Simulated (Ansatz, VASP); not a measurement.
# PtSe2: VASP and Ansatz over several settings

```
Pt Se
1.0
     3.67367    0.00000    0.00000
    -1.83683    3.18149    0.00000
     0.00000    0.00000    4.99359
Pt Se
1 2
Cartesian
  0.0000 0.0000 0.0000
  1.8368 1.0605 3.7452
  0.0000 2.1210 1.2484
```

Single points on this cell with VASP 6.6.1 and Ansatz 0.2.0. Each row is one pair of runs. Alike in all rows: spin: off; k mesh: 8 × 8 × 5; smearing: fermi-dirac, width 0.05 eV; VASP's potentials, cutoff: VASP PAW PBE potentials, release 64 (Pt, Se), 520 eV.

| level | Ansatz's potentials, cutoff | gap on the k mesh at the Fermi level (eV), VASP | gap on the k mesh at the Fermi level (eV), Ansatz | pressure (GPa), VASP | pressure (GPa), Ansatz | rms of the force components (eV/Å), VASP | rms of the force components (eV/Å), Ansatz |
| --- | --- | --- | --- | --- | --- | --- | --- |
| BLYP+D3(BJ) | Ansatz PAW, 420 eV | none | none | 13.1 | 12.3 | 0.828 | 0.789 |
| revPBE+D3(BJ) | Ansatz PAW, 420 eV | none | none | 7.7 | 7.7 | 0.595 | 0.591 |
| r2SCAN+rVV10 | Ansatz PAW, 500 eV | none | none | 10.6 | 9.9 | 0.475 | 0.452 |

Pressure (GPa): the two programs differ by at most 0.83; rms of the force components (eV/Å): the two programs differ by at most 0.0395.

VASP's potentials hold 22 valence electrons a cell and Ansatz's 50, so a difference there can come from the potentials and not from the codes.

A gap of «none» marks a metal or a gap that the smearing closes.

Neither program's run includes spin-orbit coupling.
